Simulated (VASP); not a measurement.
Sn2TeO3, 6 atoms in the cell. Symmetry: P6/mmm, No. 191, hexagonal system. The conventional cell has a = 5.900 Å, b = 5.900 Å, c = 3.420 Å, α = 90.00°, β = 90.00°, γ = 120.00°. Sn (site symmetry -6m2) has 6 O at 2.41 Å within 3.2 Å. Within 4.5 Å of Te (site symmetry 6/mmm) lie 6 Sn at 3.41 Å and 12 O at 3.41 Å and 2 Te at 3.42 Å. O (site symmetry mmm) has 4 Sn at 2.41 Å and 4 O at 2.95 Å within 3.2 Å. 

* Program: VASP 6.6.1
* Task: single point
* Functional: PBE
* Potentials or basis: VASP PAW PBE potentials, release 64 (Sn_d, Te, O)
* Cutoff: 520 eV
* k mesh: 3 × 3 × 6
* Occupations: gaussian, width 0.1 eV
* Spin: no spin polarisation
* Dipole correction: no
* Further INCAR settings: ALGO = Normal; EDIFF = 1e-06; NBANDS = 35

Potentials or basis: VASP PAW PBE potentials, release 64 (Sn_d, Te, O).

Run with:

```bash
$ cat potpaw_PBE.64/Sn_d/POTCAR potpaw_PBE.64/Te/POTCAR potpaw_PBE.64/O/POTCAR > POTCAR
$ mpirun -np 1 vasp_std > vasp.out
```

Hardware: 1 thread of Intel(R) Xeon(R) Platinum 8488C (Sapphire Rapids), on a shared host.

**Question.** How long does it take, and how much memory?

**Answer.** Run time: 50 s on 1 thread of Intel(R) Xeon(R) Platinum 8488C (Sapphire Rapids) (shared host), peak memory 0.25 GiB. Counts: scf iterations 16, k points 12.
